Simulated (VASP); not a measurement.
# CaSe (Fm-3m) in VASP: notebook

CaSe is run at these levels: PBE-based global hybrid with 35 % exact exchange, PBE-based screened hybrid with 50 % exact exchange; tasks: single point.

Program: VASP 6.6.1. These are calculated values, not measurements. Logs are shortened: lines on timing, memory, paths and dates and some standing lists are left out, and cuts for length are marked.

## Step 1: The cell of the first run

Symmetry: Fm-3m, No. 225, cubic system. Conventional cell: a = 5.912 Å, b = 5.912 Å, c = 5.912 Å, α = 90.00°, β = 90.00°, γ = 90.00°. Ca (site symmetry m-3m) has 6 Se at 2.96 Å within 3.9 Å. Within 3.9 Å of Se (site symmetry m-3m) lie 6 Ca at 2.96 Å.

## Step 2: Single point, PBE-based global hybrid with 35 % exact exchange

POSCAR

```
CaSe
1.0
    0.0000000000      2.9559985193      2.9559985193
    2.9559985193      0.0000000000      2.9559985193
    2.9559985193      2.9559985193      0.0000000000
Ca Se
1 1
Direct
    0.5000000000      0.5000000000      0.5000000000
    0.0000000000      0.0000000000      0.0000000000
```

INCAR.step1

```
SYSTEM = CaSe
ALGO = Normal ; EDIFF = 1E-5
ENCUT = 520 ; GGA = PE
ISIF = 2 ; ISMEAR = 0
LASPH = .TRUE. ; LCHARG = .FALSE.
LREAL = .FALSE. ; LWAVE = .TRUE.
NBANDS = 15 ; NELM = 100
PREC = Accurate ; SIGMA = 0.05
```

INCAR.step2

```
SYSTEM = CaSe
AEXX = 0.35 ; ALGO = Normal
EDIFF = 1E-6 ; ENCUT = 520
GGA = PE ; ISIF = 2
ISMEAR = 0 ; ISTART = 1
LASPH = .TRUE. ; LCHARG = .FALSE.
LHFCALC = .TRUE. ; LREAL = .FALSE.
LWAVE = .FALSE. ; NBANDS = 15
NELM = 100 ; PREC = Accurate
PRECFOCK = Normal ; SIGMA = 0.05
```

KPOINTS

```
k-points
0
G
  4 4 4
  0 0 0
```

Potentials or basis: VASP PAW PBE potentials, release 64 (Ca_sv, Se).

Run with:

```bash
$ cat potpaw_PBE.64/Ca_sv/POTCAR potpaw_PBE.64/Se/POTCAR > POTCAR
$ cp INCAR.step1 INCAR
$ mpirun -np 1 vasp_std > vasp.out
$ cp INCAR.step2 INCAR
$ mpirun -np 1 vasp_std > vasp.out
```

OUTCAR:

```text
SYSTEM = CaSe
   AEXX = 0.35
   EDIFF = 1E-6
   ENCUT = 520
   GGA = PE
   ISIF = 2
   ISMEAR = 0
   ISTART = 1
   LASPH = .TRUE.
   LHFCALC = .TRUE.
   LREAL = .FALSE.
   NELM = 100
   PREC = Accurate
   PRECFOCK = Normal

 ion  position               nearest neighbor table
   1  0.500  0.500  0.500-   2 2.96   2 2.96   2 2.96   2 2.96   2 2.96   2 2.96
   2  0.000  0.000  0.000-   1 2.96   1 2.96   1 2.96   1 2.96   1 2.96   1 2.96

  LATTYP: Found a face centered cubic cell.
 ALAT       =     5.9119970386

  Lattice vectors:

 A1 = (   0.0000000000,   2.9559985193,   2.9559985193)
 A2 = (   2.9559985193,   0.0000000000,   2.9559985193)
 A3 = (   2.9559985193,   2.9559985193,   0.0000000000)

Analysis of symmetry for initial positions (statically):
=====================================================================
 Subroutine PRICEL returns:
 Original cell was already a primitive cell.

 Routine SETGRP: Setting up the symmetry group for a
 face centered cubic supercell.

 Subroutine GETGRP returns: Found 48 space group operations
 (whereof 48 operations were pure point group operations)
 out of a pool of 48 trial point group operations.

The static configuration has the point symmetry O_h .

Analysis of symmetry for dynamics (positions and initial velocities):
=====================================================================
 Subroutine PRICEL returns:
 Original cell was already a primitive cell.

 Routine SETGRP: Setting up the symmetry group for a
 face centered cubic supercell.

 Subroutine GETGRP returns: Found 48 space group operations
 (whereof 48 operations were pure point group operations)
 out of a pool of 48 trial point group operations.

The dynamic configuration has the point symmetry O_h .

 Subroutine INISYM returns: Found 48 space group operations
 (whereof 48 operations are pure point group operations),
 and found     1 'primitive' translations

----------------------------------------------------------------------------------------

                                     Primitive cell

  volume of cell :      51.6586

  direct lattice vectors                    reciprocal lattice vectors
     0.000000000  2.955998519  2.955998519    -0.169147581  0.169147581  0.169147581
     2.955998519  0.000000000  2.955998519     0.169147581 -0.169147581  0.169147581
     2.955998519  2.955998519  0.000000000     0.169147581  0.169147581 -0.169147581

  length of vectors
     4.180413196  4.180413196  4.180413196     0.292972205  0.292972205  0.292972205

  position of ions in fractional coordinates (direct lattice)
     0.500000000  0.500000000  0.500000000
     0.000000000  0.000000000  0.000000000

  ion indices of the primitive-cell ions
   primitive index   ion index
[... 80 lines left out ...]
  Thomas-Fermi vector in A             =   2.244162
   LORBIT       =      0    0 simple, 1 ext, 2 COOP (PROOUT), +10 PAW based schemes
   GGA     = PE    functional components
   LHFCALC =     T    Hartree Fock is set to
   PRECFOCK=normal    Normal, Fast or Accurate (Low or Medium for compatibility)
   ENCUT4O =  -1.0   cutoff for four orbital integrals eV
   NKREDX  =     1    reduce k-point grid by
   NKREDY  =     1    reduce k-point grid by
   NKREDZ  =     1    reduce k-point grid by
   AEXX    =    0.3500 exact exchange contribution
   HFSCREEN=    0.0000 screening length (either q_TF or 0.3 A-1)
   HFSCREENC=   0.0000 screening length for correlation (either q_TF or 0.3 A-1)
   ENCUTFOCK=  -1.0 apply spherical cutoff to Coloumb kernel
   IVDW    =     0    specifies the selected vdW correction
   LEPSILON=     F    determine dielectric tensor
   LRPA    =     F    only Hartree local field effects (RPA)
 non-spin polarized calculation
 Gauss-broadening in eV      SIGMA  =   0.05
  energy-cutoff  :      520.00
  volume of cell :       51.66
 maximum number of plane-waves:      1411
  NGX = 24; NGY = 24; NGZ = 24

 number of electron      15.9999998 magnetization

 Free energy of the ion-electron system (eV)
  ---------------------------------------------------
  ext. energy  EPLUGINS =         0.00000000
  ---------------------------------------------------
  free energy    TOTEN  =       -11.98497954 eV

  energy without entropy =      -11.98497954  energy(sigma->0) =      -11.98497954

 E-fermi :   1.4420     XC(G=0):  -6.4793

 val. band max:        1.1090916386   @ k =   0.0000   0.0000   0.0000
 cond. band min:       5.5058492923   @ k =   0.5000   0.5000   0.0000
 fundamental gap:      4.3967576537
 Fermi energy:         1.4420447656

 k-point     1 :       0.0000    0.0000    0.0000
  band No.  band energies     occupation
      1     -42.9745      2.00000
      2     -21.8924      2.00000
      3     -21.8924      2.00000
      4     -21.8924      2.00000
      5     -12.3039      2.00000
      6       1.1091      2.00000
      7       1.1091      2.00000
      8       1.1091      2.00000
      9       6.8223      0.00000
     10       7.5938      0.00000
     11       7.5938      0.00000
     12       7.5938      0.00000
     13       8.2807      0.00000
     14       8.2807      0.00000
[... 113 lines left out ...]
      2     -21.9605      2.00000
      3     -21.9605      2.00000
      4     -21.9377      2.00000
      5     -11.4796      2.00000
      6      -1.1806      2.00000
      7      -1.1806      2.00000
      8      -0.7748      2.00000
      9       8.3143      0.00000
     10       8.3143      0.00000
     11       9.1600      0.00000
     12      10.1615      0.00000
     13      10.6516      0.00000
     14      12.7829      0.00000
     15      13.0317      0.00000

------------------------ aborting loop because EDIFF is reached ----------------------------------------

  FORCE on cell =-STRESS in cart. coord.  units (eV):
  Direction    XX          YY          ZZ          XY          YZ          ZX
  --------------------------------------------------------------------------------------
  -------------------------------------------------------------------------------------
  Total        0.1970296      0.1970296      0.1970296      0.0000000      0.0000000      0.0000000
  in kB        6.1108179      6.1108179      6.1108179      0.0000000      0.0000000      0.0000000
  external PRESSURE =       6.1108179 kB  Pullay stress =       0.0000000 kB

 VOLUME and BASIS-vectors are now :
 -----------------------------------------------------------------------------
  energy-cutoff  :      520.00
  volume of cell :       51.66
      direct lattice vectors                 reciprocal lattice vectors
     0.000000000  2.955998519  2.955998519    -0.169147581  0.169147581  0.169147581
     2.955998519  0.000000000  2.955998519     0.169147581 -0.169147581  0.169147581
     2.955998519  2.955998519  0.000000000     0.169147581  0.169147581 -0.169147581

 POSITION                                       TOTAL-FORCE (eV/Angst)
 -----------------------------------------------------------------------------------
      2.95600      2.95600      2.95600         0.000000      0.000000     -0.000000
      0.00000      0.00000      0.00000        -0.000000     -0.000000      0.000000
 -----------------------------------------------------------------------------------
    total drift:                               -0.000000     -0.000000     -0.000000

  FREE ENERGIE OF THE ION-ELECTRON SYSTEM (eV)
  ---------------------------------------------------
  free  energy   TOTEN  =       -11.9849795356 eV

  energy  without entropy=      -11.9849795356  energy(sigma->0) =      -11.98497954
```

OUTCAR.step1:

```text
SYSTEM = CaSe
   EDIFF = 1E-5
   ENCUT = 520
   GGA = PE
   ISIF = 2
   ISMEAR = 0
[... 347 lines left out ...]
      2.95600      2.95600      2.95600         0.000000      0.000000      0.000000
      0.00000      0.00000      0.00000        -0.000000     -0.000000     -0.000000
 -----------------------------------------------------------------------------------
    total drift:                                0.000000     -0.000000      0.000000

  FREE ENERGIE OF THE ION-ELECTRON SYSTEM (eV)
  ---------------------------------------------------
  free  energy   TOTEN  =        -9.4636386501 eV

  energy  without entropy=       -9.4636386501  energy(sigma->0) =       -9.46363865
```

OSZICAR.step1:

```text
N       E                     dE             d eps       ncg     rms          rms(c)
DAV:   1     0.107857536517E+03    0.10786E+03   -0.76901E+03   240   0.971E+02
DAV:   2    -0.360270750739E+01   -0.11146E+03   -0.10544E+03   296   0.255E+02
DAV:   3    -0.955477566276E+01   -0.59521E+01   -0.59128E+01   444   0.495E+01
DAV:   4    -0.960827554659E+01   -0.53500E-01   -0.53496E-01   269   0.486E+00
DAV:   5    -0.960906413960E+01   -0.78859E-03   -0.78857E-03   340   0.472E-01    0.426E+00
DAV:   6    -0.946761627233E+01    0.14145E+00   -0.18792E-01   275   0.227E+00    0.254E+00
DAV:   7    -0.945946576304E+01    0.81505E-02   -0.10240E-01   333   0.201E+00    0.810E-01
DAV:   8    -0.946338067901E+01   -0.39149E-02   -0.11408E-02   247   0.822E-01    0.107E-01
DAV:   9    -0.946350926837E+01   -0.12859E-03   -0.59267E-04   296   0.246E-01    0.475E-02
DAV:  10    -0.946361931038E+01   -0.11004E-03   -0.13402E-04   275   0.720E-02    0.169E-02
DAV:  11    -0.946363974238E+01   -0.20432E-04   -0.51551E-05   282   0.640E-02    0.857E-03
DAV:  12    -0.946363865015E+01    0.10922E-05   -0.21262E-06   148   0.127E-02
   1 F= -.94636387E+01 E0= -.94636387E+01  d E =-.642096E-13
```

Wall time 15 min (1 thread of Oxide Virtual Turin-like, shared host); peak memory 0.15 GiB.

What came out:

| Quantity | Value |
| --- | --- |
| Free energy | -11.9850 eV |
| Pressure | 0.6 GPa |
| Band gap on the k mesh | 4.40 eV (least direct gap 5.50 eV) |

Levels at points of the mesh, in eV from the valence-band top:
```
           k point  band 6  band 7  band 8  band 9  band 10  band 11
(0.00, 0.00, 0.00)    0.00    0.00    0.00    5.71     6.48     6.48
(0.50, 0.00, 0.00)   -3.77   -1.30   -1.30    6.77     8.68     8.85
(0.50, 0.50, 0.00)   -2.96   -1.10   -1.10    4.40     7.48     8.16
```

Caveat: the k points lie up to 0.46 Å⁻¹ apart; the PAW data sets were made with another functional, which shifts forces and pressure a little. A k mesh can miss the band edges.

## Step 3: Single point, PBE-based screened hybrid with 50 % exact exchange

POSCAR is that of step 2.

INCAR.step1

```
PREC     = Accurate       # precision mode
ENCUT    = 520            # plane-wave cutoff, eV
EDIFF    = 1E-5           # SCF threshold, eV
ISMEAR   = 0              # smearing method
SIGMA    = 0.05           # smearing width, eV
LREAL    = False          # projectors in reciprocal space
LASPH    = True           # aspherical terms in the spheres
NELM     = 100            # most SCF steps
ALGO     = Normal         # electronic algorithm
ISIF     = 2              # what is computed and relaxed
LWAVE    = True           # write WAVECAR
LCHARG   = False          # write CHGCAR
NBANDS   = 15             # bands
GGA      = PE             # functional
```

INCAR.step2

```
PREC     = Accurate       # precision mode
ENCUT    = 520            # plane-wave cutoff, eV
EDIFF    = 1E-7           # SCF threshold, eV
ISMEAR   = 0              # smearing method
SIGMA    = 0.05           # smearing width, eV
LREAL    = False          # projectors in reciprocal space
LASPH    = True           # aspherical terms in the spheres
NELM     = 100            # most SCF steps
ALGO     = Normal         # electronic algorithm
ISIF     = 2              # what is computed and relaxed
LWAVE    = False          # write WAVECAR
LCHARG   = False          # write CHGCAR
GGA      = PE             # functional
LHFCALC  = True           # exact exchange
AEXX     = 0.5            # exact-exchange fraction
HFSCREEN = 0.20787        # screening, 1/A
PRECFOCK = Normal       
NBANDS   = 15             # bands
ISTART   = 1
```

KPOINTS

```
Automatic mesh
0
Gamma
  4 4 4
```

Potentials or basis: VASP PAW PBE potentials, release 64 (Ca_sv, Se).

Run with:

```bash
$ cat potpaw_PBE.64/Ca_sv/POTCAR potpaw_PBE.64/Se/POTCAR > POTCAR
$ cp INCAR.step1 INCAR
$ mpirun -np 1 vasp_std > vasp.out
$ cp INCAR.step2 INCAR
$ mpirun -np 1 vasp_std > vasp.out
```

It took 15 min on 1 thread of Oxide Virtual Turin-like, shared host; peak memory 0.25 GiB.

Results (log left out):

```yaml
Free_energy: -11.9877 eV
Pressure: 0.4 GPa
Band_gap_on_the_k_mesh: 3.99 eV (least direct gap 5.13 eV)
```

Levels at points of the mesh, in eV from the valence-band top:
| k point | band 6 | band 7 | band 8 | band 9 | band 10 | band 11 |
| --- | --- | --- | --- | --- | --- | --- |
| (0.00, 0.00, 0.00) | 0.00 | 0.00 | 0.00 | 5.35 | 6.20 | 6.20 |
| (0.50, 0.00, 0.00) | -3.84 | -1.29 | -1.29 | 6.34 | 8.55 | 8.77 |
| (0.50, 0.50, 0.00) | -3.04 | -1.13 | -1.13 | 3.99 | 7.07 | 8.03 |

Caveat: the k points lie up to 0.46 Å⁻¹ apart; the PAW data sets were made with another functional, which shifts forces and pressure a little.
